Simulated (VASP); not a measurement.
The system is Cu.

```
Cu
1.0
     0.00000    1.82500    1.82500
     1.82500    0.00000    1.82500
     1.82500    1.82500    0.00000
Cu
1
Direct
  0.00000 0.00000 0.00000
```

```yaml
Program: VASP 6.6.1
Task: relaxation of cell and atoms
Functional: RPBE
Potentials_or_basis: VASP PAW PBE potentials, release 64 (Cu)
Cutoff: 600 eV
k_mesh: 16 × 16 × 16
Occupations: gaussian, width 0.1 eV
Spin: no spin polarisation
```

At the start: pressure 3.2 GPa; volume 12.16 Å³/atom.

Question: Where does the relaxation end?

Answer: Over 3 steps the energy falls by 2.9 meV/atom and the volume is 12.46 Å³/atom (+2.5 %); space group Fm-3m (No. 225, to 0.05 Å).

The path:
```csv
step,energy change (eV),largest force (eV/Å),pressure (GPa),volume (Å³)
1,0.0000,0.0000,3.18,12.16
2,-0.0024,0.0000,-1.19,12.59
3,-0.0029,0.0000,0.02,12.46
```

Final structure:
```yaml
crystal:
  lattice:
    - [0.00000, 1.83997, 1.83997]
    - [1.83997, 0.00000, 1.83997]
    - [1.83997, 1.83997, 0.00000]
  atoms:
    - { symbol: Cu, position: [0.00000, 0.00000, 0.00000] }
```

Caveat: the PAW data sets were made with another functional, which shifts forces and pressure a little.
